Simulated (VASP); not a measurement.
# SiC (P6_3mc) in VASP: further runs, part 2 of 2

VASP 6.6.1. The steps go on from the part before.

## Step 4: Single point, r2SCAN (strain +0.040 along x and y, -0.040 along z)

POSCAR

```
SiC
1.0
    3.1982028079      0.0000000000      0.0000000000
   -1.5991014040      2.7697248781      0.0000000000
    0.0000000000      0.0000000000      4.8462401785
Si C
2 2
Direct
    0.3333333333      0.6666666667      0.0046028828
    0.6666666667      0.3333333333      0.5046028828
    0.3333333333      0.6666666667      0.3803971172
    0.6666666667      0.3333333333      0.8803971172
```

INCAR.step1

```
SYSTEM = SiC
PREC = Accurate
ENCUT = 520
ISMEAR = 0
SIGMA = 0.05
LREAL = .FALSE.
LASPH = .TRUE.
NELM = 60
NBANDS = 16
GGA = PE
ALGO = Normal
EDIFF = 1E-4
LWAVE = .TRUE.
LCHARG = .FALSE.
```

INCAR.step2

```
SYSTEM = SiC
PREC = Accurate
ENCUT = 520
EDIFF = 1E-6
ISMEAR = 0
SIGMA = 0.05
LREAL = .FALSE.
LASPH = .TRUE.
NELM = 60
ALGO = Normal
ISIF = 2
LWAVE = .FALSE.
LCHARG = .FALSE.
METAGGA = R2SCAN
LMIXTAU = .TRUE.
NBANDS = 16
ISTART = 1
```

KPOINTS

```
Automatic mesh
0
G
  12 12 6
  0 0 0
```

Potentials or basis: VASP PAW PBE potentials, release 64 (Si, C).

The run is started by

```bash
cat potpaw_PBE.64/Si/POTCAR potpaw_PBE.64/C/POTCAR > POTCAR
cp INCAR.step1 INCAR
mpirun -np 1 vasp_std > vasp.out
cp INCAR.step2 INCAR
mpirun -np 1 vasp_std > vasp.out
```

OUTCAR:

```text
SYSTEM = SiC
   PREC = Accurate
   ENCUT = 520
   EDIFF = 1E-6
   ISMEAR = 0
   LREAL = .FALSE.
   LASPH = .TRUE.
   NELM = 60
   ISIF = 2
   METAGGA = R2SCAN
   ISTART = 1

 ion  position               nearest neighbor table
   1  0.333  0.667  0.005-   3 1.82   4 1.94   4 1.94   4 1.94   2 3.05   2 3.05   2 3.05   2 3.05
                             2 3.05   2 3.05
   2  0.667  0.333  0.505-   4 1.82   3 1.94   3 1.94   3 1.94   1 3.05   1 3.05   1 3.05   1 3.05
                             1 3.05   1 3.05
   3  0.333  0.667  0.380-   1 1.82   2 1.94   2 1.94   2 1.94
   4  0.667  0.333  0.880-   2 1.82   1 1.94   1 1.94   1 1.94

  LATTYP: Found a hexagonal cell.
 ALAT       =     3.1982028079
 C/A-ratio  =     1.5153010830

  Lattice vectors:

 A1 = (   3.1982028079,   0.0000000000,   0.0000000000)
 A2 = (  -1.5991014040,   2.7697248781,   0.0000000000)
 A3 = (   0.0000000000,   0.0000000000,   4.8462401785)

Analysis of symmetry for initial positions (statically):
=====================================================================
 Subroutine PRICEL returns:
 Original cell was already a primitive cell.

 Routine SETGRP: Setting up the symmetry group for a
 hexagonal supercell.

 Subroutine GETGRP returns: Found 12 space group operations
 (whereof  6 operations were pure point group operations)
 out of a pool of 24 trial point group operations.

The static configuration has the point symmetry C_3v.
 The point group associated with its full space group is C_6v.

Analysis of symmetry for dynamics (positions and initial velocities):
=====================================================================
 Subroutine PRICEL returns:
 Original cell was already a primitive cell.

 Routine SETGRP: Setting up the symmetry group for a
 hexagonal supercell.

 Subroutine GETGRP returns: Found 12 space group operations
 (whereof  6 operations were pure point group operations)
 out of a pool of 24 trial point group operations.

The dynamic configuration has the point symmetry C_3v.
[... 127 lines left out ...]
  Thomas-Fermi vector in A             =   2.314480
   LORBIT       =      0    0 simple, 1 ext, 2 COOP (PROOUT), +10 PAW based schemes
   METAGGA = R2SCAN    functional components
   LHFCALC =     F    Hartree Fock is set to
   AEXX    =    0.0000 exact exchange contribution
   IVDW    =     0    specifies the selected vdW correction
   LEPSILON=     F    determine dielectric tensor
   LRPA    =     F    only Hartree local field effects (RPA)
 non-spin polarized calculation
 Gauss-broadening in eV      SIGMA  =   0.05
  energy-cutoff  :      520.00
  volume of cell :       42.93
 maximum number of plane-waves:      1182
 NGX is ok and might be reduce to    24
   NGX = 11   NGY = 11   NGZ = 19

 number of electron      16.0000000 magnetization

 Free energy of the ion-electron system (eV)
  ---------------------------------------------------
  ext. energy  EPLUGINS =         0.00000000
  ---------------------------------------------------
  free energy    TOTEN  =       -38.27831988 eV

  energy without entropy =      -38.27831988  energy(sigma->0) =      -38.27831988

 E-fermi :   8.0766     XC(G=0): -11.7524

 val. band max:        7.8070097381   @ k =   0.0000   0.0000   0.0000
 cond. band min:      10.2633053517   @ k =   0.5000   0.0000   0.0000
 fundamental gap:      2.4562956136
 Fermi energy:         8.0765951994

 k-point     1 :       0.0000    0.0000    0.0000
  band No.  band energies     occupation
      1      -8.3472      2.00000
      2      -4.2072      2.00000
      3      -0.9034      2.00000
      4       5.8596      2.00000
      5       5.8596      2.00000
      6       7.6711      2.00000
[... 433 lines left out ...]
      3       0.1113      2.00000
      4       2.1968      2.00000
      5       2.9470      2.00000
      6       4.4038      2.00000
[... 8 lines left out ...]
     15      19.8973      0.00000
     16      20.0420      0.00000

 [... further k-points ...]

------------------------ aborting loop because EDIFF is reached ----------------------------------------

  FORCE on cell =-STRESS in cart. coord.  units (eV):
  Direction    XX          YY          ZZ          XY          YZ          ZX
  --------------------------------------------------------------------------------------
  -------------------------------------------------------------------------------------
  Total       -5.7675782     -5.7675782      6.3095420      0.0000000     -0.0000000      0.0000000
  in kB     -215.2566140   -215.2566140    235.4837006      0.0000000     -0.0000000      0.0000000
  external PRESSURE =     -65.0098425 kB  Pullay stress =       0.0000000 kB

 VOLUME and BASIS-vectors are now :
 -----------------------------------------------------------------------------
  energy-cutoff  :      520.00
  volume of cell :       42.93
      direct lattice vectors                 reciprocal lattice vectors
     3.198202808  0.000000000  0.000000000     0.312675606  0.180523345  0.000000000
    -1.599101404  2.769724878  0.000000000     0.000000000  0.361046690  0.000000000
     0.000000000  0.000000000  4.846240179     0.000000000  0.000000000  0.206345530

 POSITION                                       TOTAL-FORCE (eV/Angst)
 -----------------------------------------------------------------------------------
     -0.00000      1.84648      0.02231        -0.000000     -0.000000     -0.881173
      1.59910      0.92324      2.44543         0.000000      0.000000     -0.881173
     -0.00000      1.84648      1.84350        -0.000000     -0.000000      0.881173
      1.59910      0.92324      4.26662         0.000000     -0.000000      0.881173
 -----------------------------------------------------------------------------------
    total drift:                               -0.000000      0.000000      0.000635

  FREE ENERGIE OF THE ION-ELECTRON SYSTEM (eV)
  ---------------------------------------------------
  free  energy   TOTEN  =       -38.2783198780 eV

  energy  without entropy=      -38.2783198780  energy(sigma->0) =      -38.27831988
```

It took 3 min on 1 thread of Intel Xeon 8259CL, shared host; peak memory 0.18 GiB.

What came out:

* Free energy: -38.2783 eV
* Pressure: -6.5 GPa
* Largest force: 0.881 eV/Å
* Band gap on the k mesh: 2.46 eV (least direct gap 3.60 eV)

Forces on the atoms (eV/Å):
```
Si   0.000  0.000 -0.881
Si   0.000  0.000 -0.881
C    0.000  0.000  0.881
C    0.000  0.000  0.881
```

Stress tensor (GPa, compression positive):
```
-21.53   0.00   0.00
  0.00 -21.53   0.00
  0.00   0.00  23.55
```

Levels at points of the mesh, in eV from the valence-band top:
```
           k point  band 6  band 7  band 8  band 9  band 10  band 11
(0.00, 0.00, 0.00)   -0.14   -0.14    0.00    3.69     6.25     6.25
(0.50, 0.00, 0.00)   -3.89   -3.42   -1.14    2.46     5.02     6.96
(0.00, 0.00, 0.50)   -1.13   -1.13   -1.13    5.17     5.17     7.04
(0.50, 0.00, 0.50)   -2.80   -2.13   -2.13    3.62     3.62     6.09
```

Caveat: the cell differs from its parent crystal (strain +0.040 along x and y, -0.040 along z); the cell stands under tension; the PAW data sets were made with another functional, which shifts forces and pressure a little.

## Step 5: Summary

```tsv
cell	gap on the mesh (eV)	pressure (GPa)	largest force (eV/Å)
a = 3.198, b = 3.198, c = 4.644 Å, angles 90.0, 90.0, 120.0°, 4 atoms	2.14	5.2	2.04
a = 3.075, b = 3.075, c = 5.250 Å, angles 90.0, 90.0, 120.0°, 4 atoms	2.57	-7.8	0.18
a = 3.198, b = 3.198, c = 4.846 Å, angles 90.0, 90.0, 120.0°, 4 atoms	2.46	-6.5	0.88
```

Alike in all rows: task single point; level r2SCAN; potentials or basis VASP PAW PBE potentials, release 64 (Si, C); no spin polarisation; k mesh 12 × 12 × 6; cutoff (eV) 520; smearing gaussian 0.05 eV.

Caveats: the PAW data sets were made with another functional, which shifts forces and pressure a little; the cell stands under tension (at least some runs); the cell stands under pressure (at least some runs).

Absolute energies hang on the potentials; compare differences alone.
